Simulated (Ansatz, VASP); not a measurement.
Two plane-wave programs on Zr2SeS2

```
Zr Se S
1.0
     4.22311    0.00000    0.00000
     0.00000    4.22311    0.00000
     0.00000    0.00000    7.16480
Zr Se S
2 1 2
Direct
  0.00000 0.50000 0.00000
  0.50000 0.00000 0.00000
  0.50000 0.50000 0.00000
  0.50000 0.50000 0.50000
  0.00000 0.00000 0.50000
```

Alike in both runs: task relaxation of cell and atoms; functional PBE; k mesh 4 × 4 × 4; occupations gaussian, width 0.1 eV; no spin polarisation.

```csv
,VASP,Ansatz
version,VASP 6.6.1,Ansatz 0.2.0
potentials or method,"VASP PAW PBE potentials, release 64 (Zr_sv, Se, S), cutoff 600 eV","scalar-relativistic, plane waves, PAW"
valence electrons in the cell,42,52
```

|  | VASP | Ansatz | Ansatz less VASP |
| --- | --- | --- | --- |
| gap on the k mesh at the Fermi level, each at its own relaxed structure (eV) | none | none | - |
| relaxed volume (Å³/atom) | 23.50 | 23.49 | -0.013 |
| relaxed length of the cell vector where the two differ most in proportion (Å) | 4.632 | 4.635 | +0.0028 |

A gap of «none» marks a metal or a gap that the smearing closes. VASP's potentials hold 42 valence electrons a cell and Ansatz's 52, so a difference there can come from the potentials and not from the codes.

The k mesh is coarse, so the values compare programs but aren't converged. Noted on VASP's run: too few bands were computed for a metal, which touches its energy and stress.
